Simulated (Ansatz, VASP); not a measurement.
LiCl in VASP and in Ansatz

```xyz
2
Lattice="-0.0392 2.6939 2.6939 2.6939 -0.0392 2.6939 2.6939 2.6939 -0.0392" Properties=species:S:1:pos:R:3 pbc="T T T"
Li   -0.0077   -0.0077   -0.0077
Cl    1.3448    1.3448    1.3448
```

Change from the starting cell: shear_111 strain -2.1%.

Alike in both runs: task single point; functional HSE06; k mesh 6 × 6 × 6; no spin polarisation.

|  | VASP | Ansatz |
| --- | --- | --- |
| version | VASP 6.6.1 | Ansatz 0.2.0 |
| potentials or method | VASP PAW PBE potentials, release 64 (Li_sv, Cl) | plane waves, PAW |
| plane-wave cutoff (eV) | 520 | 420 |
| occupations | gaussian, width 0.01 eV | fixed |
| valence electrons in the cell | 10 | 10 |

```csv
,VASP,Ansatz,Ansatz less VASP
gap on the k mesh at the Fermi level (eV),7.40,7.40,+0.001
```

Ansatz's warnings: stress exchange threshold loose, stress scf threshold loose.

Noted on VASP's run: the cutoff is under 1.25 times that of the potentials, so the pressure is a little rough.
